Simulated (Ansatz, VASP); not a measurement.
One calculation of N, two programs

```
CELL_PARAMETERS angstrom
9.60000 0.00000 0.00000
0.00000 9.80000 0.00000
0.00000 0.00000 10.00000
ATOMIC_POSITIONS crystal
N 0.53312 0.53245 0.53180
N 0.46688 0.46755 0.46820
```

Alike in both runs: task single point; functional PBE; dispersion D3(BJ); k mesh 1 × 1 × 1; occupations gaussian, width 0.01 eV; no spin polarisation.

|  | VASP | Ansatz |
| --- | --- | --- |
| version | VASP 6.6.1 | Ansatz 0.2.0 |
| potentials or method | VASP PAW PBE potentials, release 64 (N), cutoff 520 eV | scalar-relativistic, plane waves, PAW |
| valence electrons in the cell | 10 | 10 |

Ansatz gave:

| Item | Value |
| --- | --- |
| gap on the k mesh at the Fermi level (eV) | 8.25 |
| rms of the force components (eV/Å) | 0.052 |

Task: Which values does VASP return?

Result: gap on the k mesh at the Fermi level (eV): 8.21; rms of the force components (eV/Å): 1.064.

Atom by atom the forces differ by 1.012 eV/Å (rms over components). One of these differences is far larger than is usual between the two programs; its cause wasn't traced.

Noted on VASP's run: the standard files for N, O and F lose accuracy on very short bonds.
